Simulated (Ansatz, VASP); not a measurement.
**Cu2O: VASP beside Ansatz**

```
Cu O
1.0
     4.25324    0.00000    0.00000
     0.00000    4.25324    0.00000
     0.00000    0.00000    4.25324
Cu O
4 2
Direct
  0.25000 0.25000 0.25000
  0.25000 0.75000 0.75000
  0.75000 0.75000 0.25000
  0.75000 0.25000 0.75000
  0.00000 0.00000 0.00000
  0.50000 0.50000 0.50000
```

Alike in both runs: functional PBE; dispersion D4; k mesh 6 × 6 × 6; no spin polarisation.

Ansatz relaxed the structure, and its values are those at the end. VASP's run is a single point on that final structure, the one shown.

|  | VASP | Ansatz |
| --- | --- | --- |
| version | VASP 6.6.1 | Ansatz 0.2.0 |
| potentials or method | VASP PAW PBE potentials, release 64 (Cu, O) | plane waves, PAW |
| plane-wave cutoff (eV) | 600 | 420 |
| occupations | gaussian, width 0.01 eV | fixed |
| valence electrons in the cell | 56 | 88 |

```csv
,VASP,Ansatz,Ansatz less VASP
pressure (GPa),0.8,0.0,-0.86
```

VASP's potentials hold 56 valence electrons a cell and Ansatz's 88, so a difference there can come from the potentials and not from the codes.
